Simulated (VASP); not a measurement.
# TiSi2 (Immm) in VASP: a series of runs, part 2 of 2

VASP 6.6.1. The steps go on from the part before.

## 3. Single point, PBEsol

This run uses another cell than the first one, of 13.63 Å³/atom.

The input, INCAR:

```
SYSTEM = TiSi2
  ALGO = Normal
  EDIFF = 1E-7
  ENCUT = 520
  GGA = PS
  ISIF = 2
  ISMEAR = -1
  LASPH = .TRUE.
  LCHARG = .FALSE.
  LREAL = .FALSE.
  LWAVE = .FALSE.
  NBANDS = 17
  NELM = 100
  PREC = Accurate
  SIGMA = 0.05
```

The input, KPOINTS:

```
k-points
0
G
  12 12 12
  0 0 0
```

The input, POSCAR:

```
TiSi2
1.0
   -1.4566553040      1.6917605417      4.1477856253
    1.4566553040     -1.6917605417      4.1477856253
    1.4566553040      1.6917605417     -4.1477856253
Ti Si
1 2
Direct
    0.0000000000      0.0000000000      0.0000000000
    0.6695560688      0.6695560688      0.0000000000
    0.3304439312      0.3304439312      0.0000000000
```

Potentials or basis: VASP PAW PBE potentials, release 64 (Ti_sv, Si).

On the command line:

```
$ cat potpaw_PBE.64/Ti_sv/POTCAR potpaw_PBE.64/Si/POTCAR > POTCAR
$ mpirun -np 1 vasp_std > vasp.out
```

OUTCAR:

```text
SYSTEM = TiSi2
   EDIFF = 1E-7
   ENCUT = 520
   GGA = PS
   ISIF = 2
   ISMEAR = -1
   LASPH = .TRUE.
   LREAL = .FALSE.
   NELM = 100
   PREC = Accurate

 ion  position               nearest neighbor table
   1  0.000  0.000  0.000-   2 2.64   2 2.64   2 2.64   3 2.64   2 2.64   3 2.64   3 2.64   3 2.64
                             2 2.74   3 2.74
   2  0.670  0.670  0.000-   3 2.60   3 2.60   3 2.60   3 2.60   1 2.64   1 2.64   1 2.64   1 2.64
                             1 2.74   3 2.81
   3  0.330  0.330  0.000-   2 2.60   2 2.60   2 2.60   2 2.60   1 2.64   1 2.64   1 2.64   1 2.64
                             1 2.74   2 2.81

  LATTYP: Found a body centered orthorhombic cell.
 ALAT       =     2.9133106080
 B/A-ratio  =     1.1614007357
 C/A-ratio  =     2.8474722976

  Lattice vectors:

 A1 = (  -1.4566553040,   1.6917605417,   4.1477856253)
 A2 = (   1.4566553040,  -1.6917605417,   4.1477856253)
 A3 = (   1.4566553040,   1.6917605417,  -4.1477856253)

Analysis of symmetry for initial positions (statically):
=====================================================================
 Subroutine PRICEL returns:
 Original cell was already a primitive cell.

 Routine SETGRP: Setting up the symmetry group for a
 body centered orthorhombic supercell.

 Subroutine GETGRP returns: Found  8 space group operations
 (whereof  8 operations were pure point group operations)
 out of a pool of  8 trial point group operations.

The static configuration has the point symmetry D_2h.

Analysis of symmetry for dynamics (positions and initial velocities):
=====================================================================
 Subroutine PRICEL returns:
 Original cell was already a primitive cell.

 Routine SETGRP: Setting up the symmetry group for a
 body centered orthorhombic supercell.

 Subroutine GETGRP returns: Found  8 space group operations
 (whereof  8 operations were pure point group operations)
 out of a pool of  8 trial point group operations.

The dynamic configuration has the point symmetry D_2h.

[... 113 lines left out ...]
   EMIN   =  10.00;   EMAX   =-10.00  energy-range for DOS
   EFERMI =   0.00;   METHOD = LEGACY
   ISMEAR =    -1;   SIGMA  =   0.05  broadening in eV -4-tet -1-fermi 0-gaus
   EFERMI_NEDOS =   21; number of points for ismear=-14 and -15
   IALGO  =     38    algorithm
   IMIX   =      4    mixing-type and parameters
     AMIX     =   0.40;   BMIX     =  1.00
     AMIX_MAG =   1.60;   BMIX_MAG =  1.00
  volume/ion in A,a.u.               =      13.63        91.97
  Fermi-wavevector in a.u.,A,eV,Ry     =   1.289914  2.437584 22.638445  1.663879
  Thomas-Fermi vector in A             =   2.421778
   LORBIT       =      0    0 simple, 1 ext, 2 COOP (PROOUT), +10 PAW based schemes
   GGA     = PS    functional components
   LHFCALC =     F    Hartree Fock is set to
   AEXX    =    0.0000 exact exchange contribution
   IVDW    =     0    specifies the selected vdW correction
   LEPSILON=     F    determine dielectric tensor
   LRPA    =     F    only Hartree local field effects (RPA)
 non-spin polarized calculation
  energy-cutoff  :      520.00
  volume of cell :       40.89
 maximum number of plane-waves:      1126
   NGX = 17   NGY = 17   NGZ = 17

 number of electron      20.0000001 magnetization

 Free energy of the ion-electron system (eV)
  ---------------------------------------------------
  ext. energy  EPLUGINS =         0.00000000
  ---------------------------------------------------
  free energy    TOTEN  =       -21.34227473 eV

  energy without entropy =      -21.33171519  energy(sigma->0) =      -21.33699496

 E-fermi :  10.3728     XC(G=0): -11.9502

 val. band max:       10.3694964967   @ k =   0.5000   0.5000   0.4167
 cond. band min:      10.3825162313   @ k =   0.4167   0.1667   0.0000
 fundamental gap:      0.0130197346
 Fermi energy:        10.3728386743

 k-point     1 :       0.0000    0.0000    0.0000
  band No.  band energies     occupation
      1     -45.5151      2.00000
      2     -21.9618      2.00000
      3     -21.9371      2.00000
      4     -21.6680      2.00000
      5      -2.4063      2.00000
      6       5.4781      2.00000
[... 457 lines left out ...]
      4     -21.7588      2.00000
      5      -0.1426      2.00000
      6       3.1606      2.00000
[... 9 lines left out ...]
     16      15.8945      0.00000
     17      18.4782      0.00000

 [... further k-points ...]
[... 5 lines left out ...]
  --------------------------------------------------------------------------------------
  -------------------------------------------------------------------------------------
  Total        0.5296646      0.5425059      0.5467736      0.0000000      0.0000000      0.0000000
  in kB       20.7558020     21.2590117     21.4262499      0.0000000      0.0000000      0.0000000
  external PRESSURE =      21.1470212 kB  Pullay stress =       0.0000000 kB

 VOLUME and BASIS-vectors are now :
 -----------------------------------------------------------------------------
  energy-cutoff  :      520.00
  volume of cell :       40.89
      direct lattice vectors                 reciprocal lattice vectors
    -1.456655304  1.691760542  4.147785625     0.000000000  0.295550102  0.120546249
     1.456655304 -1.691760542  4.147785625     0.343252105  0.000000000  0.120546249
     1.456655304  1.691760542 -4.147785625     0.343252105  0.295550102  0.000000000

 POSITION                                       TOTAL-FORCE (eV/Angst)
 -----------------------------------------------------------------------------------
      0.00000      0.00000      0.00000        -0.000000      0.000000      0.000000
      0.00000      0.00000      5.55435         0.000000     -0.000000     -0.003679
      0.00000      0.00000      2.74122        -0.000000      0.000000      0.003679
 -----------------------------------------------------------------------------------
    total drift:                               -0.000000     -0.000000      0.000000

  FREE ENERGIE OF THE ION-ELECTRON SYSTEM (eV)
  ---------------------------------------------------
  free  energy   TOTEN  =       -21.3422747272 eV

  energy  without entropy=      -21.3317151853  energy(sigma->0) =      -21.33699496
```

OSZICAR:

```text
N       E                     dE             d eps       ncg     rms          rms(c)
DAV:   1     0.132085891869E+03    0.13209E+03   -0.95940E+03  9520   0.122E+03
DAV:   2    -0.141830240576E+02   -0.14627E+03   -0.14237E+03  9727   0.319E+02
DAV:   3    -0.229036447723E+02   -0.87206E+01   -0.85330E+01 14510   0.720E+01
DAV:   4    -0.231382624732E+02   -0.23462E+00   -0.23391E+00 11641   0.108E+01
DAV:   5    -0.231460710732E+02   -0.78086E-02   -0.78063E-02 14773   0.185E+00    0.134E+01
DAV:   6    -0.217112793495E+02    0.14348E+01   -0.14511E+01 12296   0.341E+01    0.507E+00
DAV:   7    -0.213907329315E+02    0.32055E+00   -0.27865E+00 12080   0.142E+01    0.377E+00
DAV:   8    -0.213526157458E+02    0.38117E-01   -0.42793E-01 11406   0.598E+00    0.101E+00
DAV:   9    -0.213434837264E+02    0.91320E-02   -0.12075E-01 11326   0.346E+00    0.455E-01
DAV:  10    -0.213422878035E+02    0.11959E-02   -0.64474E-03 12198   0.671E-01    0.158E-01
DAV:  11    -0.213423548368E+02   -0.67033E-04   -0.26174E-03 12882   0.421E-01    0.121E-01
DAV:  12    -0.213422765820E+02    0.78255E-04   -0.51347E-04 11586   0.225E-01    0.142E-02
DAV:  13    -0.213422753012E+02    0.12807E-05   -0.10632E-05 11150   0.312E-02    0.151E-02
DAV:  14    -0.213422746849E+02    0.61631E-06   -0.32308E-06 11591   0.169E-02    0.156E-03
DAV:  15    -0.213422747272E+02   -0.42240E-07   -0.13587E-07  8015   0.278E-03
   1 F= -.21342275E+02 E0= -.21336995E+02  d E =-.105595E-01
```

It took 6.6 min on 1 thread of Intel Xeon 8259CL, shared host; peak memory 0.34 GiB.

What came out:

* Free energy: -21.3423 eV
* Pressure: 2.1 GPa
* Largest force: 0.004 eV/Å
* Band gap on the k mesh: zero (bands 10 and 11 overlap by 2.41 eV)

Forces on the atoms (eV/Å):
```
Ti   0.000  0.000  0.000
Si   0.000  0.000 -0.004
Si   0.000  0.000  0.004
```

Caveat: the PAW data sets were made with another functional, which shifts forces and pressure a little.

## 4. Relaxation of cell and atoms, PBEsol, target pressure 2 GPa, at which the enthalpy is minimised

This run uses another cell than the first one, of 14.16 Å³/atom.

The input, INCAR:

```
  PREC = Accurate
  ENCUT = 600
  EDIFF = 1E-7
  ISMEAR = -1
  SIGMA = 0.05
  LREAL = F
  LASPH = T
  NELM = 100
  ALGO = Normal
  ISIF = 3
  LWAVE = F
  LCHARG = F
  GGA = PS
  IBRION = 2
  NSW = 60
  EDIFFG = -0.01
  PSTRESS = 20.0
```

The input, KPOINTS:

```
regular mesh
0
Gamma
  12 12 12
```

The input, POSCAR:

```
TiSi2
1.0
   -1.4728720000      1.7121300000      4.2120830000
    1.4728720000     -1.7121300000      4.2120830000
    1.4728720000      1.7121300000     -4.2120830000
Ti Si
1 2
Direct
    0.0000000000      0.0000000000      0.0000000000
    0.6700780000      0.6700780000      0.0000000000
    0.3299220000      0.3299220000      0.0000000000
```

On the command line:

```
$ cat potpaw_PBE.64/Ti_sv/POTCAR potpaw_PBE.64/Si/POTCAR > POTCAR
$ mpirun -np 1 vasp_std > vasp.out
```

Run time: 43 min. Hardware: 1 thread of Intel Xeon 8259CL, shared host; peak memory 0.42 GiB.

It converged, with:

- Free energy: -21.3430 eV
- Relaxed volume: 13.64 Å³/atom
- Relaxed cell: a = 4.711 Å, b = 4.711 Å, c = 4.711 Å, α = 143.98°, β = 137.90°, γ = 56.58°
- Space group after relaxing (to 0.1 Å): Immm (No. 71)
- Energy change on relaxing (the run minimises the enthalpy): -3.0 meV/atom
- Ionic steps: 9
- Pressure after relaxing: 2.0 GPa
- Band gap on the k mesh: zero (bands 10 and 11 overlap by 2.41 eV)

Forces on the atoms (eV/Å):
```
Ti   0.000  0.000  0.000
Si   0.000  0.000 -0.003
Si   0.000  0.000  0.003
```

The path:
```csv
step,energy change (eV),largest force (eV/Å),pressure (GPa),volume (Å³)
1,0.0000,0.0665,-3.52,42.49
2,0.0315,0.0100,7.72,39.56
3,-0.0089,0.0278,1.99,40.91
4,-0.0085,0.0270,2.11,40.88
5,-0.0087,0.0162,2.11,40.88
6,-0.0088,0.0009,2.11,40.89
7,-0.0087,0.0043,2.10,40.89
8,-0.0095,0.0014,1.89,40.94
9,-0.0091,0.0028,1.99,40.92
```

Final structure:
```
Ti Si
1.0
    -1.45684    1.69243    4.14865
     1.45684   -1.69243    4.14865
     1.45684    1.69243   -4.14865
Ti Si
1 2
Direct
  0.00000 0.00000 0.00000
  0.66955 0.66955 0.00000
  0.33045 0.33045 0.00000
```

Levels at points of the mesh, in eV from the Fermi level:
| k point | band 8 | band 9 | band 10 | band 11 | band 12 | band 13 |
| --- | --- | --- | --- | --- | --- | --- |
| (0.00, 0.00, 0.00) | -2.19 | -0.67 | 0.79 | 2.14 | 2.51 | 3.25 |
| (0.50, 0.00, 0.00) | -3.79 | -0.71 | 0.97 | 2.12 | 2.71 | 3.76 |
| (0.00, 0.50, 0.00) | -3.44 | -0.99 | -0.46 | 0.99 | 2.90 | 3.59 |
| (0.50, 0.50, 0.00) | -4.58 | -2.96 | -1.35 | -0.63 | 2.97 | 3.07 |
| (0.50, 0.50, 0.50) | -1.28 | -0.37 | 0.48 | 2.06 | 2.57 | 2.58 |

Caveat: the cell is relaxed towards a set pressure, so the run minimises the enthalpy, not the energy; the PAW data sets were made with another functional, which shifts forces and pressure a little.

## 5. Single point, r2SCAN

This run uses another cell than the first one, of 14.16 Å³/atom.

POSCAR is that of step 4.

The input, INCAR.step1:

```
SYSTEM = TiSi2
ALGO = Normal
EDIFF = 1E-4
ENCUT = 520
GGA = PE
ISMEAR = -1
LASPH = .True.
LCHARG = .False.
LREAL = .False.
LWAVE = .True.
NBANDS = 17
NELM = 100
PREC = Accurate
SIGMA = 0.05
```

The input, INCAR.step2:

```
SYSTEM = TiSi2
ALGO = Normal
EDIFF = 1E-7
ENCUT = 520
ISIF = 2
ISMEAR = -1
ISTART = 1
LASPH = .True.
LCHARG = .False.
LMIXTAU = .True.
LREAL = .False.
LWAVE = .False.
METAGGA = R2SCAN
NBANDS = 17
NELM = 100
PREC = Accurate
SIGMA = 0.05
```

The input, KPOINTS:

```
k-points
0
Gamma
  12 12 12
  0 0 0
```

Potentials or basis: VASP PAW PBE potentials, release 64 (Ti_sv, Si).

On the command line:

```
$ cat potpaw_PBE.64/Ti_sv/POTCAR potpaw_PBE.64/Si/POTCAR > POTCAR
$ cp INCAR.step1 INCAR
$ mpirun -np 1 vasp_std > vasp.out
$ cp INCAR.step2 INCAR
$ mpirun -np 1 vasp_std > vasp.out
```

OUTCAR:

```text
SYSTEM = TiSi2
   EDIFF = 1E-7
   ENCUT = 520
   ISIF = 2
   ISMEAR = -1
   ISTART = 1
   LASPH = .True.
   LREAL = .False.
   METAGGA = R2SCAN
   NELM = 100
   PREC = Accurate

 ion  position               nearest neighbor table
   1  0.000  0.000  0.000-   2 2.67   2 2.67   2 2.67   3 2.67   2 2.67   3 2.67   3 2.67   3 2.67
                             2 2.78   3 2.78
   2  0.670  0.670  0.000-   3 2.63   3 2.63   3 2.63   3 2.63   1 2.67   1 2.67   1 2.67   1 2.67
                             1 2.78   3 2.87
   3  0.330  0.330  0.000-   2 2.63   2 2.63   2 2.63   2 2.63   1 2.67   1 2.67   1 2.67   1 2.67
                             1 2.78   2 2.87

[... 679 lines left out ...]
  --------------------------------------------------------------------------------------
  -------------------------------------------------------------------------------------
  Total       -0.3988801     -0.5009856     -0.7397272      0.0000000      0.0000000      0.0000000
  in kB      -15.0416077    -18.8919684    -27.8948153      0.0000000      0.0000000      0.0000000
  external PRESSURE =     -20.6094638 kB  Pullay stress =       0.0000000 kB

 VOLUME and BASIS-vectors are now :
 -----------------------------------------------------------------------------
  energy-cutoff  :      520.00
  volume of cell :       42.49
      direct lattice vectors                 reciprocal lattice vectors
    -1.472872000  1.712130000  4.212083000     0.000000000  0.292033899  0.118706113
     1.472872000 -1.712130000  4.212083000     0.339472812  0.000000000  0.118706113
     1.472872000  1.712130000 -4.212083000     0.339472812  0.292033899  0.000000000

 POSITION                                       TOTAL-FORCE (eV/Angst)
 -----------------------------------------------------------------------------------
      0.00000      0.00000      0.00000        -0.000000     -0.000000      0.000000
      0.00000      0.00000      5.64485         0.000000      0.000000      0.055979
      0.00000      0.00000      2.77932         0.000000     -0.000000     -0.055979
 -----------------------------------------------------------------------------------
    total drift:                               -0.000000      0.000000     -0.000000

  FREE ENERGIE OF THE ION-ELECTRON SYSTEM (eV)
  ---------------------------------------------------
  free  energy   TOTEN  =       -31.5273015071 eV

  energy  without entropy=      -31.5169367580  energy(sigma->0) =      -31.52211913
```

OUTCAR.step1:

```text
SYSTEM = TiSi2
   EDIFF = 1E-4
   ENCUT = 520
   GGA = PE
   ISMEAR = -1
   LASPH = .True.
[... 708 lines left out ...]
      0.00000      0.00000      0.00000        -0.000000     -0.000000     -0.000000
      0.00000      0.00000      5.64485         0.000000     -0.000000     -0.011869
      0.00000      0.00000      2.77932         0.000000      0.000000      0.011869
 -----------------------------------------------------------------------------------
    total drift:                               -0.000000      0.000000     -0.000000

  FREE ENERGIE OF THE ION-ELECTRON SYSTEM (eV)
  ---------------------------------------------------
  free  energy   TOTEN  =       -19.8581548756 eV

  energy  without entropy=      -19.8469183510  energy(sigma->0) =      -19.85253661
```

OSZICAR.step1:

```text
N       E                     dE             d eps       ncg     rms          rms(c)
DAV:   1     0.132490626966E+03    0.13249E+03   -0.95871E+03  9521   0.121E+03
DAV:   2    -0.125658246566E+02   -0.14506E+03   -0.14127E+03  9723   0.317E+02
DAV:   3    -0.214194439731E+02   -0.88536E+01   -0.86529E+01 14492   0.719E+01
DAV:   4    -0.216695692373E+02   -0.25013E+00   -0.24941E+00 11763   0.111E+01
DAV:   5    -0.216778475736E+02   -0.82783E-02   -0.82761E-02 14818   0.191E+00    0.123E+01
DAV:   6    -0.202911846069E+02    0.13867E+01   -0.16146E+01 12379   0.341E+01    0.518E+00
DAV:   7    -0.199037224409E+02    0.38746E+00   -0.34581E+00 12097   0.152E+01    0.347E+00
DAV:   8    -0.198744606858E+02    0.29262E-01   -0.51578E-01 11395   0.640E+00    0.119E+00
DAV:   9    -0.198597145727E+02    0.14746E-01   -0.17371E-01 11337   0.392E+00    0.456E-01
DAV:  10    -0.198582188851E+02    0.14957E-02   -0.83527E-03 11774   0.746E-01    0.156E-01
DAV:  11    -0.198582477032E+02   -0.28818E-04   -0.33494E-03 13064   0.469E-01    0.134E-01
DAV:  12    -0.198581548756E+02    0.92828E-04   -0.60406E-04 10617   0.237E-01
   1 F= -.19858155E+02 E0= -.19852537E+02  d E =-.112365E-01
```

It took 27 min on 1 thread of Intel Xeon 8259CL, shared host; peak memory 0.36 GiB.

Results:

```yaml
Free_energy: -31.5273 eV
Pressure: -2.1 GPa
Largest_force: 0.056 eV/Å
Band_gap_on_the_k_mesh: zero (bands 10 and 11 overlap by 2.56 eV)
```

Forces in eV/Å, atoms in the order of the input:
```
Ti   0.000  0.000  0.000
Si   0.000  0.000  0.056
Si   0.000  0.000 -0.056
```

Stress tensor (GPa, compression positive):
```
-1.50  0.00  0.00
 0.00 -1.89  0.00
 0.00  0.00 -2.79
```

Levels at points of the mesh, in eV from the Fermi level:
```csv
k point,band 6,band 7,band 8,band 9,band 10,band 11,band 12,band 13,band 14,band 15
"(0.00, 0.00, 0.00)",-5.12,-4.41,-2.34,-0.71,0.86,2.16,2.61,3.20,3.98,4.27
"(0.50, 0.00, 0.00)",-9.69,-4.76,-4.02,-0.77,1.07,2.24,2.76,3.75,4.17,5.83
"(0.00, 0.50, 0.00)",-8.65,-3.97,-3.60,-0.98,-0.44,1.04,2.86,3.59,4.21,4.51
"(0.50, 0.50, 0.00)",-5.68,-5.50,-4.88,-3.11,-1.39,-0.88,2.85,3.11,3.32,3.69
"(0.50, 0.50, 0.50)",-9.43,-1.51,-1.37,-0.41,0.50,2.17,2.58,2.67,3.86,4.17
```

Caveat: the PAW data sets were made with another functional, which shifts forces and pressure a little.

## 6. Summary

| task | level | cell | cutoff (eV) | gap on the mesh (eV) | pressure (GPa) |
| --- | --- | --- | --- | --- | --- |
| single point | PBEsol | a = 4.684 Å, angles 144.0, 137.9, 56.5°, 3 atoms, atomic positions A | 520 | none | 5.1 |
| single point | PBEsol | a = 4.710 Å, angles 144.0, 137.9, 56.6°, 3 atoms, atomic positions B | 520 | none | 2.1 |
| relaxation of cell and atoms | PBEsol | relaxed to 2 GPa from a = 4.779 Å, angles 144.1, 138.0, 56.4°, 3 atoms, atomic positions C | 600 | none | 2.0 |
| single point | r2SCAN | a = 4.779 Å, angles 144.1, 138.0, 56.4°, 3 atoms, atomic positions C | 520 | none | -2.1 |

Alike in all rows: potentials or basis VASP PAW PBE potentials, release 64 (Ti_sv, Si); no spin polarisation; k mesh 12 × 12 × 12; smearing fermi-dirac 0.05 eV.

Caveats: the PAW data sets were made with another functional, which shifts forces and pressure a little; the cell stands under pressure (at least some runs); the cell is relaxed towards a set pressure, so the run minimises the enthalpy, not the energy (at least some runs).

Total energies depend on the potentials used, so only differences within one code and one set of settings carry meaning.
